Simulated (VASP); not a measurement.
# Ge (P6_3/mmc) in VASP: notebook

The runs below take Ge through single point, with LDA, PBE.

Program: VASP 6.6.1. These are calculated values, not measurements. Logs are shortened: lines on timing, memory, paths and dates and some standing lists are left out, and cuts for length are marked.

## Step 1: The cell of the first run

It takes space group P6_3/mmc (No. 194, hexagonal). Conventional cell: a = 3.998 Å, b = 3.998 Å, c = 6.599 Å, α = 90.00°, β = 90.00°, γ = 120.00°. Within 3.2 Å of Ge (site symmetry 3m) lie 4 Ge at 2.45 to 2.47 Å.

## Step 2: Single point, LDA

File INCAR:

```
SYSTEM = Ge
ALGO = Normal
EDIFF = 1E-7
ENCUT = 520
GGA = CA
ISIF = 2
ISMEAR = -1
LASPH = .TRUE.
LCHARG = .FALSE.
LREAL = .FALSE.
LWAVE = .FALSE.
NBANDS = 36
NELM = 60
PREC = Accurate
SIGMA = 0.05
```

File KPOINTS:

```
k-points
0
G
  8 8 4
  0 0 0
```

File POSCAR:

```
Ge
1.0
    3.9975858431      0.0000000000      0.0000000000
   -1.9987929216      3.4620108940      0.0000000000
    0.0000000000      0.0000000000      6.5993779500
Ge
4
Direct
    0.3333333333      0.6666666667      0.9370987500
    0.6666666667      0.3333333333      0.4370987500
    0.3333333333      0.6666666667      0.5629012500
    0.6666666667      0.3333333333      0.0629012500
```

Potentials or basis: VASP PAW LDA potentials, release 64 (Ge_d).

Command:

```sh
> cat potpaw_LDA.64/Ge_d/POTCAR > POTCAR
> mpirun -np 1 vasp_std > vasp.out
```

OUTCAR:

```text
SYSTEM = Ge
   EDIFF = 1E-7
   ENCUT = 520
   GGA = CA
   ISIF = 2
   ISMEAR = -1
   LASPH = .TRUE.
   LREAL = .FALSE.
   NELM = 60
   PREC = Accurate

 ion  position               nearest neighbor table
   1  0.333  0.667  0.937-   4 2.45   4 2.45   4 2.45   3 2.47
   2  0.667  0.333  0.437-   3 2.45   3 2.45   3 2.45   4 2.47
   3  0.333  0.667  0.563-   2 2.45   2 2.45   2 2.45   1 2.47
   4  0.667  0.333  0.063-   1 2.45   1 2.45   1 2.45   2 2.47

  LATTYP: Found a hexagonal cell.
 ALAT       =     3.9975858431
 C/A-ratio  =     1.6508408347

  Lattice vectors:

 A1 = (   3.9975858431,   0.0000000000,   0.0000000000)
 A2 = (  -1.9987929216,   3.4620108940,   0.0000000000)
 A3 = (   0.0000000000,   0.0000000000,   6.5993779500)

Analysis of symmetry for initial positions (statically):
=====================================================================
 Subroutine PRICEL returns:
 Original cell was already a primitive cell.

 Routine SETGRP: Setting up the symmetry group for a
 hexagonal supercell.

 Subroutine GETGRP returns: Found 24 space group operations
 (whereof 12 operations were pure point group operations)
 out of a pool of 24 trial point group operations.

The static configuration has the point symmetry D_3d.
 The point group associated with its full space group is D_6h.

Analysis of symmetry for dynamics (positions and initial velocities):
=====================================================================
 Subroutine PRICEL returns:
 Original cell was already a primitive cell.

 Routine SETGRP: Setting up the symmetry group for a
 hexagonal supercell.

 Subroutine GETGRP returns: Found 24 space group operations
 (whereof 12 operations were pure point group operations)
 out of a pool of 24 trial point group operations.

The dynamic configuration has the point symmetry D_3d.
 The point group associated with its full space group is D_6h.

 Subroutine INISYM returns: Found 24 space group operations
 (whereof 12 operations are pure point group operations),
 and found     1 'primitive' translations

----------------------------------------------------------------------------------------

                                     Primitive cell

  volume of cell :      91.3333

  direct lattice vectors                    reciprocal lattice vectors
     3.997585843  0.000000000  0.000000000     0.250150976  0.144424733  0.000000000
    -1.998792922  3.462010894  0.000000000     0.000000000  0.288849467  0.000000000
     0.000000000  0.000000000  6.599377950     0.000000000  0.000000000  0.151529433

  length of vectors
     3.997585843  3.997585843  6.599377950     0.288849467  0.288849467  0.151529433

  position of ions in fractional coordinates (direct lattice)
     0.333333333  0.666666667  0.937098750
     0.666666667  0.333333333  0.437098750
     0.333333333  0.666666667  0.562901250
     0.666666667  0.333333333  0.062901250

  ion indices of the primitive-cell ions
   primitive index   ion index
                 1           1
                 2           2
                 3           3
                 4           4

----------------------------------------------------------------------------------------

 KPOINTS: k-points

Automatic generation of k-mesh.
 Grid dimensions read from file:
 generate k-points for:    8    8    4

 Generating k-lattice:

  Cartesian coordinates                     Fractional coordinates (reciprocal lattice)
     0.031268872  0.018053092  0.000000000     0.125000000 -0.000000000  0.000000000
     0.000000000  0.036106183  0.000000000     0.000000000  0.125000000  0.000000000
     0.000000000  0.000000000  0.037882358     0.000000000  0.000000000  0.250000000

  Length of vectors
     0.036106183  0.036106183  0.037882358

  Shift w.r.t. Gamma in fractional coordinates (k-lattice)
     0.000000000  0.000000000  0.000000000

 Subroutine IBZKPT returns following result:
 ===========================================

 Found     30 irreducible k-points:

 Following reciprocal coordinates:
            Coordinates               Weight
  0.000000  0.000000  0.000000      1.000000
  0.125000  0.000000  0.000000      6.000000
  0.250000  0.000000  0.000000      6.000000
  0.375000  0.000000  0.000000      6.000000
  0.500000  0.000000  0.000000      3.000000
  0.125000  0.125000  0.000000      6.000000
[... 16 lines left out ...]
  0.250000  0.000000  0.500000      6.000000
  0.375000  0.000000  0.500000      6.000000
 [... further k-points ...]
   k-points           NKPTS =     30   k-points in BZ     NKDIM =     30   number of bands    NBANDS=     36
   number of dos      NEDOS =    301   number of ions     NIONS =      4
   total plane-waves  NPLWV =  45000
   dimension x,y,z NGX =    30 NGY =   30 NGZ =   50
   dimension x,y,z NGXF=    60 NGYF=   60 NGZF=  100
   ions per type =               4
   NGX,Y,Z   is equivalent  to a cutoff of  12.48, 12.48, 12.60 a.u.
   NGXF,Y,Z  is equivalent  to a cutoff of  24.95, 24.95, 25.19 a.u.
 SYSTEM =  Ge
   PREC   = accura    normal or accurate (medium, high low for compatibility)
   ISTART =      0    job   : 0-new  1-cont  2-samecut
   ICHARG =      2    charge: 1-file 2-atom 10-const
   ISPIN  =      1    spin polarized calculation?
   LNONCOLLINEAR =      F non collinear calculations
   LSORBIT =      F    spin-orbit coupling
   LASPH  =      T    aspherical Exc in radial PAW
   ENCUT  =  520.0 eV  38.22 Ry    6.18 a.u.   7.43  7.43 12.27*2*pi/ulx,y,z
   NELM   =     60;   NELMIN=  2; NELMDL= -5     # of ELM steps
   EDIFF  = 0.1E-06   stopping-criterion for ELM
   LREAL  =      F    real-space projection
   EDIFFG = 0.1E-05   stopping-criterion for IOM
   NSW    =      0    number of steps for IOM
   IBRION =     -1    ionic relax: 0-MD 1-quasi-New 2-CG
   NFREE  =      0    steps in history (QN), initial steepest desc. (CG)
   ISIF   =      2    stress and relaxation
   ISYM   =      2    0-nonsym 1-usesym 2-fastsym
   POTIM  = 0.5000    time-step for ionic-motion
   TEBEG  =    0.0;   TEEND  =   0.0 temperature during run
   PSTRESS=    0.0 pullay stress
   NELECT =      56.0000    total number of electrons
   NUPDOWN=      -1.0000    fix difference up-down
   EMIN   =  10.00;   EMAX   =-10.00  energy-range for DOS
   EFERMI =   0.00;   METHOD = LEGACY
   ISMEAR =    -1;   SIGMA  =   0.05  broadening in eV -4-tet -1-fermi 0-gaus
   EFERMI_NEDOS =   21; number of points for ismear=-14 and -15
   IALGO  =     38    algorithm
   IMIX   =      4    mixing-type and parameters
     AMIX     =   0.40;   BMIX     =  1.00
     AMIX_MAG =   1.60;   BMIX_MAG =  1.00
  volume/ion in A,a.u.               =      22.83       154.09
  Fermi-wavevector in a.u.,A,eV,Ry     =   1.390789  2.628209 26.317650  1.934293
  Thomas-Fermi vector in A             =   2.514690
   LORBIT       =      0    0 simple, 1 ext, 2 COOP (PROOUT), +10 PAW based schemes
   GGA     = CA    functional components
   LHFCALC =     F    Hartree Fock is set to
   AEXX    =    0.0000 exact exchange contribution
   IVDW    =     0    specifies the selected vdW correction
   LEPSILON=     F    determine dielectric tensor
   LRPA    =     F    only Hartree local field effects (RPA)
 non-spin polarized calculation
  energy-cutoff  :      520.00
  volume of cell :       91.33
 maximum number of plane-waves:      2491
 NGX is ok and might be reduce to    30
   NGX = 15   NGY = 15   NGZ = 25

 number of electron      56.0000053 magnetization

 Free energy of the ion-electron system (eV)
  ---------------------------------------------------
  ext. energy  EPLUGINS =         0.00000000
  ---------------------------------------------------
  free energy    TOTEN  =       -20.69745590 eV

  energy without entropy =      -20.69606581  energy(sigma->0) =      -20.69676086

 E-fermi :   4.6421     XC(G=0): -10.2437

 val. band max:        4.5325638318   @ k =   0.0000   0.0000   0.0000
 cond. band min:       4.7040059883   @ k =   0.0000   0.0000   0.2500
 fundamental gap:      0.1714421565
 Fermi energy:         4.6420986848

 k-point     1 :       0.0000    0.0000    0.0000
  band No.  band energies     occupation
      1     -20.3243      2.00000
      2     -20.3243      2.00000
      3     -20.2863      2.00000
      4     -20.2863      2.00000
      5     -20.2862      2.00000
      6     -20.2731      2.00000
[... 28 lines left out ...]
     35       9.2223      0.00000
     36      10.6125      0.00000

 k-point     2 :       0.1250    0.0000    0.0000
  band No.  band energies     occupation
      1     -20.3331      2.00000
      2     -20.3273      2.00000
      3     -20.2950      2.00000
      4     -20.2914      2.00000
      5     -20.2860      2.00000
      6     -20.2625      2.00000
[... 28 lines left out ...]
     35       9.8829      0.00000
     36      10.8370      0.00000

 k-point     3 :       0.2500    0.0000    0.0000
  band No.  band energies     occupation
      1     -20.3424      2.00000
      2     -20.3316      2.00000
      3     -20.3086      2.00000
      4     -20.3000      2.00000
      5     -20.2816      2.00000
      6     -20.2510      2.00000
[... 28 lines left out ...]
     35      10.9799      0.00000
     36      11.4180      0.00000

 k-point     4 :       0.3750    0.0000    0.0000
  band No.  band energies     occupation
      1     -20.3427      2.00000
      2     -20.3335      2.00000
      3     -20.3215      2.00000
      4     -20.3057      2.00000
      5     -20.2701      2.00000
      6     -20.2449      2.00000
[... 28 lines left out ...]
     35      11.6659      0.00000
     36      12.2513      0.00000

 k-point     5 :       0.5000    0.0000    0.0000
  band No.  band energies     occupation
      1     -20.3381      2.00000
      2     -20.3337      2.00000
      3     -20.3300      2.00000
      4     -20.3076      2.00000
      5     -20.2613      2.00000
      6     -20.2433      2.00000
[... 655 lines left out ...]
 k-point    22 :       0.1250    0.0000    0.5000
  band No.  band energies     occupation
      1     -20.3137      2.00000
      2     -20.3137      2.00000
      3     -20.3123      2.00000
      4     -20.3123      2.00000
      5     -20.2760      2.00000
      6     -20.2760      2.00000
[... 28 lines left out ...]
     35       9.9196      0.00000
     36       9.9196      0.00000

 k-point    23 :       0.2500    0.0000    0.5000
  band No.  band energies     occupation
      1     -20.3187      2.00000
      2     -20.3187      2.00000
      3     -20.3178      2.00000
      4     -20.3178      2.00000
      5     -20.2728      2.00000
      6     -20.2728      2.00000
[... 28 lines left out ...]
     35      10.2923      0.00000
     36      10.2923      0.00000

 k-point    24 :       0.3750    0.0000    0.5000
  band No.  band energies     occupation
      1     -20.3210      2.00000
      2     -20.3210      2.00000
      3     -20.3186      2.00000
      4     -20.3186      2.00000
      5     -20.2676      2.00000
      6     -20.2676      2.00000
[... 28 lines left out ...]
     35      12.0306      0.00000
     36      12.0306      0.00000

 [... further k-points ...]
[... 5 lines left out ...]
  --------------------------------------------------------------------------------------
  -------------------------------------------------------------------------------------
  Total       -0.9884220     -0.9884220     -1.1455637      0.0000000      0.0000000      0.0000000
  in kB      -17.3389877    -17.3389877    -20.0955819      0.0000000      0.0000000      0.0000000
  external PRESSURE =     -18.2578524 kB  Pullay stress =       0.0000000 kB

 VOLUME and BASIS-vectors are now :
 -----------------------------------------------------------------------------
  energy-cutoff  :      520.00
  volume of cell :       91.33
      direct lattice vectors                 reciprocal lattice vectors
     3.997585843  0.000000000  0.000000000     0.250150976  0.144424733  0.000000000
    -1.998792922  3.462010894  0.000000000     0.000000000  0.288849467  0.000000000
     0.000000000  0.000000000  6.599377950     0.000000000  0.000000000  0.151529433

 POSITION                                       TOTAL-FORCE (eV/Angst)
 -----------------------------------------------------------------------------------
     -0.00000      2.30801      6.18427         0.000000     -0.000000      0.000590
      1.99879      1.15400      2.88458         0.000000     -0.000000      0.000590
     -0.00000      2.30801      3.71480        -0.000000      0.000000     -0.000590
      1.99879      1.15400      0.41511        -0.000000      0.000000     -0.000590
 -----------------------------------------------------------------------------------
    total drift:                               -0.000000      0.000000     -0.000000

  FREE ENERGIE OF THE ION-ELECTRON SYSTEM (eV)
  ---------------------------------------------------
  free  energy   TOTEN  =       -20.6974559046 eV

  energy  without entropy=      -20.6960658125  energy(sigma->0) =      -20.69676086
```

It took 75 s on 1 thread of Intel Xeon Platinum 8259CL at 2.50GHz (Skylake/Cascade Lake), shared host; peak memory 0.21 GiB.

Results:

| Item | Value |
| --- | --- |
| Free energy | -20.6975 eV |
| Pressure | -1.8 GPa |
| Band gap on the k mesh | 0.17 eV, indirect (least direct gap 0.25 eV) |

Levels at points of the mesh, in eV from the valence-band top:
```csv
k point,band 24,band 25,band 26,band 27,band 28,band 29,band 30,band 31,band 32,band 33
"(0.00, 0.00, 0.00)",-1.32,-1.32,-0.03,-0.02,0.00,0.28,0.28,2.40,2.40,2.88
"(0.50, 0.00, 0.00)",-6.63,-4.43,-2.90,-2.66,-1.28,0.61,1.72,3.65,3.85,4.44
"(0.00, 0.00, 0.50)",-4.69,-0.69,-0.69,-0.69,-0.69,0.74,0.74,3.50,3.50,3.50
"(0.50, 0.00, 0.50)",-7.74,-2.39,-2.39,-2.25,-2.25,0.60,0.60,2.23,2.23,6.23
```

(Part 1 of 3 ends here.)
